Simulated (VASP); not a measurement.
Set up this calculation in VASP 6.6.1, as the native input.

```yaml
Task: relaxation of cell and atoms
Functional: PBE
Potentials_or_basis: VASP PAW PBE potentials, release 64 (K_sv, Te)
Cutoff: 600 eV
k_mesh: 6 × 6 × 6
Occupations: gaussian, width 0.1 eV
Spin: no spin polarisation
Dipole_correction: no
Further_INCAR_settings: ALGO = Normal; EDIFF = 1e-06; IBRION = 2; EDIFFG = -0.01; NSW = 100; ISIF = 3
```

The structure of K4Te lies in POSCAR:

```
K4Te
1.0
    7.0956649093      0.0000000000      0.0000000000
    0.0000000000      7.0956649093      0.0000000000
    0.0000000000      0.0000000000      7.0956649093
K Te
4 1
Direct
    0.2674557168      0.7325442832      0.7325442832
    0.7325442832      0.2674557168      0.7325442832
    0.7325442832      0.7325442832      0.2674557168
    0.2674557168      0.2674557168      0.2674557168
    0.0000000000      0.0000000000      0.0000000000
```

One way to write it, as run:

INCAR

```
SYSTEM = K4Te
  PREC = Accurate
  ENCUT = 600
  EDIFF = 1E-6
  ISMEAR = 0
  SIGMA = 0.1
  LREAL = .FALSE.
  LASPH = .TRUE.
  NELM = 100
  ALGO = Normal
  ISIF = 3
  LWAVE = .FALSE.
  LCHARG = .FALSE.
  GGA = PE
  IBRION = 2
  NSW = 100
  EDIFFG = -0.01
```

KPOINTS

```
Automatic mesh
0
G
  6 6 6
  0 0 0
```

Potentials or basis: VASP PAW PBE potentials, release 64 (K_sv, Te).

Run with:

```bash
$ cat potpaw_PBE.64/K_sv/POTCAR potpaw_PBE.64/Te/POTCAR > POTCAR
$ mpirun -np 1 vasp_std > vasp.out
```

Results of the run:

The pressure after relaxing is 0.0 GPa and the largest force after relaxing is 0.009 eV/Å. The band gap on the k mesh is zero (band 21 reaches 0.39 eV, above the bottom of band 22 at -0.06 eV).

Caveat: the relaxation stopped at its first step, so nothing moved; spin-orbit coupling is left out, which moves the levels of the heavy elements.

Wall time 2.7 min on 1 thread of Intel(R) Xeon(R) Platinum 8488C (Sapphire Rapids) (shared host), peak memory 0.58 GiB.
